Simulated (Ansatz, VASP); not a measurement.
In2C in VASP and in Ansatz

INCAR

```
PREC = Accurate
ENCUT = 600
EDIFF = 1E-6
ISMEAR = 0
SIGMA = 0.1
LREAL = False
LASPH = True
NELM = 60
ALGO = Normal
ISIF = 3
LWAVE = False
LCHARG = False
GGA = PE
IBRION = 2
NSW = 90
EDIFFG = -0.04
```

KPOINTS

```
Automatic mesh
0
Gamma
  6 6 2
```

The input POSCAR:

```
In2C
1.0
    3.1221198700      0.0000000000      0.0000000000
   -1.5610599300      2.7038351200      0.0000000000
    0.0000000000      0.0000000000      7.5418819000
In C
2 1
Direct
    0.3333333300      0.6666666700      0.6532710200
    0.6666666700      0.3333333300      0.3467289800
    0.0000000000      0.0000000000      0.0000000000
```

Input for Ansatz:

```yaml
crystal:
  lattice:
    - [3.12211987, 0.0, 0.0]
    - [-1.56105993, 2.70383512, 0.0]
    - [0.0, 0.0, 7.5418819]
  atoms:
    - { symbol: In, position: [0.33333333, 0.66666667, 0.65327102] }
    - { symbol: In, position: [0.66666667, 0.33333333, 0.34672898] }
    - { symbol: C, position: [0.0, 0.0, 0.0] }
basis:
  ecutwfc: 420
kpoints:
  mp_grid: { grid: [6, 6, 2] }
hamiltonian:
  xc: pbe
scf:
  occupations: { method: gaussian, width: 0.1 }
  lower_state_search: "off"
output:
  forces: true
  stress: true
  eigenvalues: true
relax:
  adjacent_minimum: "off"
  f_tol: 0.04
  max_steps: 70
  cell: { stress_tol: 0.4 }
```

Change from the starting cell: species swapped into the ZnCo2 type (P-3m1, No. 164).

Alike in both runs: task relaxation of cell and atoms; functional PBE; k mesh 6 × 6 × 2; occupations gaussian, width 0.1 eV; no spin polarisation.

|  | VASP | Ansatz |
| --- | --- | --- |
| version | VASP 6.6.1 | Ansatz 0.2.0 |
| potentials or method | VASP PAW PBE potentials, release 64 (In_d, C), cutoff 600 eV | scalar-relativistic, plane waves, PAW |
| valence electrons in the cell | 30 | 30 |

|  | VASP | Ansatz | Ansatz less VASP |
| --- | --- | --- | --- |
| gap on the k mesh at the Fermi level, each at its own relaxed structure (eV) | none | none | - |
| relaxed volume (Å³/atom) | 29.30 | 18.16 | -11.141 |
| relaxed length of the cell vector where the two differ most in proportion (Å) | 7.742 | 4.885 | -2.8570 |

A gap of «none» marks a metal or a gap that the smearing closes. One of these differences is far larger than is usual between the two programs; its cause wasn't traced.

The k mesh is coarse, so the values compare programs but aren't converged. Noted on VASP's run: the volume moved by over 15 % at a fixed basis, so the end points are rough.
